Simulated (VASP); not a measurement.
Set up this calculation in VASP 6.6.1, as the native input.

```yaml
Task: single point
Functional: revPBE
Potentials_or_basis: VASP PAW PBE potentials, release 64 (Sc_sv)
Cutoff: 520 eV
k_mesh: 12 × 12 × 12
Occupations: fermi-dirac, width 0.1 eV
Spin: no spin polarisation
Dipole_correction: no
Further_INCAR_settings: ALGO = Normal; EDIFF = 1e-07; NBANDS = 12
```

The structure of Sc lies in POSCAR:

```
Sc
1.0
    3.0081801717      0.0000000000      0.0000000000
    0.0000000000      3.0081801717      0.0000000000
    0.0000000000      0.0000000000      3.0081801717
Sc
1
Direct
    0.0000000000      0.0000000000      0.0000000000
```

The input as run:

INCAR

```
PREC = Accurate
ENCUT = 520
EDIFF = 1E-7
ISMEAR = -1
SIGMA = 0.1
LREAL = F
LASPH = T
NELM = 80
ALGO = Normal
ISIF = 2
LWAVE = F
LCHARG = F
GGA = RE
NBANDS = 12
```

KPOINTS

```
regular mesh
0
Gamma
  12 12 12
```

Potentials or basis: VASP PAW PBE potentials, release 64 (Sc_sv).

Run with:

```sh
$ cat potpaw_PBE.64/Sc_sv/POTCAR > POTCAR
$ mpirun -np 1 vasp_std > vasp.out
```

It gave:

```
Pressure : 0.0 GPa
```

Caveat: the PAW data sets were made with another functional, which shifts forces and pressure a little.

Run time: 14 s on 1 thread of Intel Xeon 6975P-C (shared host), peak memory 0.15 GiB.
